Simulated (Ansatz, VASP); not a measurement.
# Rh in VASP and in Ansatz

```xyz
2
Lattice="2.7254 0.0000 0.0000 -1.3627 2.3603 0.0000 0.0000 0.0000 4.3924" Properties=species:S:1:pos:R:3 pbc="T T T"
Rh    0.0000    1.5735    1.0981
Rh    1.3627    0.7868    3.2943
```

Alike in both runs: functional PBE; k mesh 13 × 13 × 7; occupations fermi-dirac, width 0.1 eV; no spin polarisation.

Ansatz relaxed the structure, and its values are those at the end. VASP's run is a single point on that final structure, the one shown.

|  | VASP | Ansatz |
| --- | --- | --- |
| version | VASP 6.6.1 | Ansatz 0.2.0 |
| potentials or method | VASP PAW PBE potentials, release 64 (Rh_pv), cutoff 520 eV | plane waves (420 eV) with PAW, scalar-relativistic |
| valence electrons in the cell | 30 | 34 |

```tsv
	VASP	Ansatz	Ansatz less VASP
pressure (GPa)	0.0	0.0	+0.01
```

With one functional, cell and mesh, what is left measures potentials, basis and numerics. VASP's potentials hold 30 valence electrons a cell and Ansatz's 34, so a difference there can come from the potentials and not from the codes.
